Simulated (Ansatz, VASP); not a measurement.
SrBr3: VASP beside Ansatz

```
Sr Br
1.0
     0.00000    4.46241    4.46241
     4.46241    0.00000    4.46241
     4.46241    4.46241    0.00000
Sr Br
1 3
Direct
  0.00000 0.00000 0.00000
  0.25000 0.25000 0.25000
  0.75000 0.75000 0.75000
  0.50000 0.50000 0.50000
```

Change from the starting cell: species swapped into the CaEu3 type (Fm-3m, No. 225).

Alike in both runs: task relaxation of cell and atoms; functional PBE; k mesh 4 × 4 × 4; occupations gaussian, width 0.1 eV; no spin polarisation.

|  | VASP | Ansatz |
| --- | --- | --- |
| version | VASP 6.6.1 | Ansatz 0.2.0 |
| potentials or method | VASP PAW PBE potentials, release 64 (Sr_sv, Br), cutoff 600 eV | scalar-relativistic, plane waves, PAW |
| valence electrons in the cell | 31 | 31 |

```csv
,VASP,Ansatz,Ansatz less VASP
"gap on the k mesh at the Fermi level, each at its own relaxed structure (eV)",none,none,-
relaxed volume (Å³/atom),30.04,30.30,+0.261
relaxed cell length with the largest relative difference (Å),5.539,5.555,+0.0160
```

A gap of «none» marks a metal or a gap that the smearing closes.

Noted on VASP's run: the volume moved by over 15 % at a fixed basis, so the end points are rough.
